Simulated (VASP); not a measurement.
# Zr in VASP: relaxation of the atoms with PBEsol

Aim: the relaxation of the atoms of Zr with PBEsol.

Everything below comes from runs of VASP 6.6.1. Logs are shortened: lines on timing, memory, paths and dates and some standing lists are left out, and cuts for length are marked.

## 1. The cell of the first run

The cell holds a slab with vacuum, 5 atoms: a = 3.521 Å, b = 3.521 Å, c = 24.042 Å, α = 90.00°, β = 90.00°, γ = 90.00°.

## 2. Relaxation of the atoms, PBEsol

File INCAR:

```
SYSTEM = Zr
PREC = Accurate
ENCUT = 450
EDIFF = 1E-7
ISMEAR = 0
SIGMA = 0.1
LREAL = .FALSE.
LASPH = .TRUE.
NELM = 120
ALGO = Normal
ISIF = 2
LWAVE = .FALSE.
LCHARG = .FALSE.
LDIPOL = .TRUE.
IDIPOL = 3
DIPOL = 0.5 0.5 0.500
GGA = PS
IBRION = 2
NSW = 90
EDIFFG = -0.03
GGA_COMPAT = .FALSE.
NELMIN = 4
NELMDL = -8
```

File KPOINTS:

```
Automatic mesh
0
G
  8 8 1
  0 0 0
```

File POSCAR:

```
Zr
1.0
    3.5210548567      0.0000000000      0.0000000000
    0.0000000000      3.5210548567      0.0000000000
    0.0000000000      0.0000000000     24.0421097133
Zr
5
Selective dynamics
Direct
    0.5000000000      0.5000000000      0.3535463444  F F F
    0.0000000000      0.0000000000      0.4267731722  F F F
    0.5000000000      0.5000000000      0.5000000000  T T T
    0.0000000000      0.0000000000      0.5732268278  T T T
    0.5000000000      0.5000000000      0.6464536556  T T T
```

Potentials or basis: VASP PAW PBE potentials, release 64 (Zr_sv).

Started as:

```sh
$ cat potpaw_PBE.64/Zr_sv/POTCAR > POTCAR
$ mpirun -np 1 vasp_std > vasp.out
```

OUTCAR:

```text
SYSTEM = Zr
   PREC = Accurate
   ENCUT = 450
   EDIFF = 1E-7
   ISMEAR = 0
   LREAL = .FALSE.
   LASPH = .TRUE.
   NELM = 120
   ISIF = 2
   GGA = PS
   IBRION = 2
   NSW = 90
   EDIFFG = -0.03
   NELMIN = 4
   NELMDL = -8

 ion  position               nearest neighbor table
   1  0.500  0.500  0.354-   2 3.05   2 3.05   2 3.05   2 3.05   3 3.52
   2  0.000  0.000  0.427-   1 3.05   3 3.05   1 3.05   3 3.05   1 3.05   3 3.05   1 3.05   3 3.05
                             4 3.52
   3  0.500  0.500  0.500-   2 3.05   4 3.05   2 3.05   4 3.05   2 3.05   4 3.05   2 3.05   4 3.05
                             1 3.52   5 3.52
   4  0.000  0.000  0.573-   3 3.05   5 3.05   3 3.05   5 3.05   3 3.05   5 3.05   3 3.05   5 3.05
                             2 3.52
   5  0.500  0.500  0.646-   4 3.05   4 3.05   4 3.05   4 3.05   3 3.52

  LATTYP: Found a simple tetragonal cell.
 ALAT       =     3.5210548567
 C/A-ratio  =     6.8280985931

  Lattice vectors:

 A1 = (   3.5210548567,   0.0000000000,   0.0000000000)
 A2 = (   0.0000000000,   3.5210548567,   0.0000000000)
 A3 = (   0.0000000000,   0.0000000000,  24.0421097133)

Analysis of symmetry for initial positions (statically):
=====================================================================
 Subroutine PRICEL returns:
 Original cell was already a primitive cell.

 Routine SETGRP: Setting up the symmetry group for a
 simple tetragonal supercell.

 Subroutine GETGRP returns: Found 16 space group operations
 (whereof 16 operations were pure point group operations)
 out of a pool of 16 trial point group operations.

The static configuration has the point symmetry D_4h.

Analysis of symmetry for dynamics (positions and initial velocities):
=====================================================================
 Subroutine PRICEL returns:
 Original cell was already a primitive cell.

 Routine SETGRP: Setting up the symmetry group for a
 simple tetragonal supercell.

 Subroutine GETGRP returns: Found 16 space group operations
 (whereof 16 operations were pure point group operations)
 out of a pool of 16 trial point group operations.

[... 123 lines left out ...]
   EMIN   =  10.00;   EMAX   =-10.00  energy-range for DOS
   EFERMI =   0.00;   METHOD = LEGACY
   ISMEAR =     0;   SIGMA  =   0.10  broadening in eV -4-tet -1-fermi 0-gaus
   EFERMI_NEDOS =   21; number of points for ismear=-14 and -15
   IALGO  =     38    algorithm
   IMIX   =      4    mixing-type and parameters
     AMIX     =   0.40;   BMIX     =  1.00
     AMIX_MAG =   1.60;   BMIX_MAG =  1.00
  volume/ion in A,a.u.               =      59.61       402.30
  Fermi-wavevector in a.u.,A,eV,Ry     =   0.959443  1.813084 12.524584  0.920531
  Thomas-Fermi vector in A             =   2.088640
   LORBIT       =      0    0 simple, 1 ext, 2 COOP (PROOUT), +10 PAW based schemes
   GGA     = PS    functional components
   LHFCALC =     F    Hartree Fock is set to
   AEXX    =    0.0000 exact exchange contribution
   IVDW    =     0    specifies the selected vdW correction
   LEPSILON=     F    determine dielectric tensor
   LRPA    =     F    only Hartree local field effects (RPA)
 conjugate gradient relaxation of ions
 non-spin polarized calculation
 Gauss-broadening in eV      SIGMA  =   0.10
  energy-cutoff  :      450.00
  volume of cell :      298.07
 maximum number of plane-waves:      6520
   NGX = 13   NGY = 13   NGZ = 83

--------------------------------------- Ionic step        1  -------------------------------------------

 number of electron      60.0000000 magnetization

 Free energy of the ion-electron system (eV)
  ---------------------------------------------------
  ext. energy  EPLUGINS =         0.00000000
  ---------------------------------------------------
  free energy    TOTEN  =       -42.57096794 eV

  energy without entropy =      -42.52814743  energy(sigma->0) =      -42.54955769

------------------------ aborting loop because EDIFF is reached ----------------------------------------

  FORCE on cell =-STRESS in cart. coord.  units (eV):
  Direction    XX          YY          ZZ          XY          YZ          ZX
  --------------------------------------------------------------------------------------
  -------------------------------------------------------------------------------------
  Total       -4.9473582     -4.9473582     -1.7256430      0.0000000      0.0000000      0.0000000
  in kB      -26.5929050    -26.5929050     -9.2756291      0.0000000      0.0000000      0.0000000
  external PRESSURE =     -20.8204797 kB  Pullay stress =       0.0000000 kB
[... 293 lines left out ...]
  FREE ENERGIE OF THE ION-ELECTRON SYSTEM (eV)
  ---------------------------------------------------
  free  energy   TOTEN  =       -42.5870456757 eV

  energy  without entropy=      -42.5480356733  energy(sigma->0) =      -42.56754067

 dipolmoment           0.000000      0.000000      0.002169 electrons x Angstroem

--------------------------------------- Ionic step        9  -------------------------------------------

 number of electron      60.0000000 magnetization

 dipolmoment           0.000000      0.000000     -0.000386 electrons x Angstroem

 Free energy of the ion-electron system (eV)
  ---------------------------------------------------
  ext. energy  EPLUGINS =         0.00000000
  ---------------------------------------------------
  free energy    TOTEN  =       -42.58726757 eV

  energy without entropy =      -42.54853527  energy(sigma->0) =      -42.56790142

 E-fermi :   1.4191     XC(G=0):  -5.1241

 val. band max:        1.4164219572   @ k =   0.5000   0.0000   0.0000
 cond. band min:       1.4276578281   @ k =   0.5000   0.2500   0.0000
 fundamental gap:      0.0112358708
 Fermi energy:         1.4191169480

 k-point     1 :       0.0000    0.0000    0.0000
  band No.  band energies     occupation
      1     -47.5608      2.00000
      2     -47.4832      2.00000
      3     -46.7005      2.00000
      4     -46.5550      2.00000
      5     -46.4416      2.00000
      6     -25.7428      2.00000
[... 574 lines left out ...]
     35       3.7258      0.00000
     36       4.1037      0.00000

------------------------ aborting loop because EDIFF is reached ----------------------------------------

 vacuum level on the upper side and lower side of the slab       (xc-potential included)        -0.010        -0.004

  FORCE on cell =-STRESS in cart. coord.  units (eV):
  Direction    XX          YY          ZZ          XY          YZ          ZX
  --------------------------------------------------------------------------------------
  -------------------------------------------------------------------------------------
  Total       -4.1777973     -4.1777973     -0.7302911      0.0000000      0.0000000      0.0000000
  in kB      -22.4563819    -22.4563819     -3.9254409      0.0000000      0.0000000      0.0000000
  external PRESSURE =     -16.2794016 kB  Pullay stress =       0.0000000 kB
[... 20 lines left out ...]
  FREE ENERGIE OF THE ION-ELECTRON SYSTEM (eV)
  ---------------------------------------------------
  free  energy   TOTEN  =       -42.5872675651 eV

  energy  without entropy=      -42.5485352656  energy(sigma->0) =      -42.56790142

 reached required accuracy - stopping structural energy minimisation

 vacuum level on the upper side and lower side of the slab         4.723         4.728
```

OSZICAR:

```text
N       E                     dE             d eps       ncg     rms          rms(c)
DAV:   1     0.553246807159E+03    0.55325E+03   -0.29854E+04  1368   0.132E+03
DAV:   2     0.816116990803E+01   -0.54509E+03   -0.53652E+03  1284   0.408E+02
DAV:   3    -0.428074194552E+02   -0.50969E+02   -0.49772E+02  1844   0.828E+01
DAV:   4    -0.485391139998E+02   -0.57317E+01   -0.57053E+01  1752   0.295E+01
[... 153 lines left out ...]
DAV:  12    -0.425872669705E+02   -0.15404E-06   -0.23331E-08   744   0.554E-04    0.481E-04
DAV:  13    -0.425872671723E+02   -0.20186E-06   -0.32655E-08   716   0.517E-04    0.327E-04
DAV:  14    -0.425872673337E+02   -0.16139E-06   -0.18705E-08   716   0.369E-04    0.241E-04
DAV:  15    -0.425872675051E+02   -0.17141E-06   -0.36315E-08   724   0.378E-04    0.111E-04
DAV:  16    -0.425872675651E+02   -0.59967E-07   -0.10372E-08   680   0.261E-04
   9 F= -.42587268E+02 E0= -.42567901E+02  d E =-.945622E-03
```

CONTCAR:

```text
Zr
   1.00000000000000
     3.5210548567000002    0.0000000000000000    0.0000000000000000
     0.0000000000000000    3.5210548567000002    0.0000000000000000
     0.0000000000000000    0.0000000000000000   24.0421097133000004
  Zr
     5
Selective dynamics
Direct
     0.5000000000000000    0.5000000000000000    0.3535463444000015   F   F   F
     0.0000000000000000    0.0000000000000000    0.4267731722000008   F   F   F
     0.5000000000000000    0.5000000000000000    0.4991156034128900   T   T   T
     0.0000000000000000    0.0000000000000000    0.5717884547455740   T   T   T
     0.5000000000000000    0.5000000000000000    0.6420531250568323   T   T   T

  0.00000000E+00  0.00000000E+00  0.00000000E+00
  0.00000000E+00  0.00000000E+00  0.00000000E+00
  0.00000000E+00  0.00000000E+00  0.00000000E+00
  0.00000000E+00  0.00000000E+00  0.00000000E+00
  0.00000000E+00  0.00000000E+00  0.00000000E+00
```

It took 24 min on 1 thread of AMD EPYC 9755, shared host; peak memory 0.3 GiB.

Results:

```
Free energy               : -42.5873 eV
Energy gained by relaxing : 3.3 meV/atom
Ionic steps               : 9
Band gap on the k mesh    : zero (bands 30 and 31 overlap by 0.76 eV)
```

Step by step:
| step | energy change (eV) | largest force on free atoms (eV/Å) | pressure (GPa) |
| --- | --- | --- | --- |
| 1 | 0.0000 | 0.3589 | -2.08 |
| 2 | -0.0069 | 0.2355 | -2.01 |
| 3 | -0.0099 | 0.1259 | -1.90 |
| 4 | -0.0112 | 0.1100 | -1.87 |
| 5 | -0.0130 | 0.0817 | -1.77 |
| 6 | -0.0139 | 0.0753 | -1.75 |
| 7 | -0.0154 | 0.0734 | -1.70 |
| 8 | -0.0161 | 0.0408 | -1.66 |
| 9 | -0.0163 | 0.0294 | -1.63 |

Final structure:
```yaml
crystal:
  lattice:
    - [3.52105, 0.00000, 0.00000]
    - [0.00000, 3.52105, 0.00000]
    - [0.00000, 0.00000, 24.04211]
  atoms:
    - { symbol: Zr, position: [0.50000, 0.50000, 0.35355] }
    - { symbol: Zr, position: [0.00000, 0.00000, 0.42677] }
    - { symbol: Zr, position: [0.50000, 0.50000, 0.49912] }
    - { symbol: Zr, position: [0.00000, 0.00000, 0.57179] }
    - { symbol: Zr, position: [0.50000, 0.50000, 0.64205] }
```

Levels at points of the mesh, in eV from the Fermi level:
```
           k point  band 27  band 28  band 29  band 30  band 31  band 32  band 33  band 34
(0.00, 0.00, 0.00)    -1.76    -0.44     0.29     0.42     1.13     1.13     1.19     1.19
(0.50, 0.00, 0.00)    -0.49    -0.43    -0.25     0.00     0.35     0.41     0.55     0.95
(0.50, 0.50, 0.00)    -0.71    -0.71    -0.65    -0.33    -0.33     0.67     0.67     2.31
```

Caveat: the PAW data sets were made with another functional, which shifts forces and pressure a little.
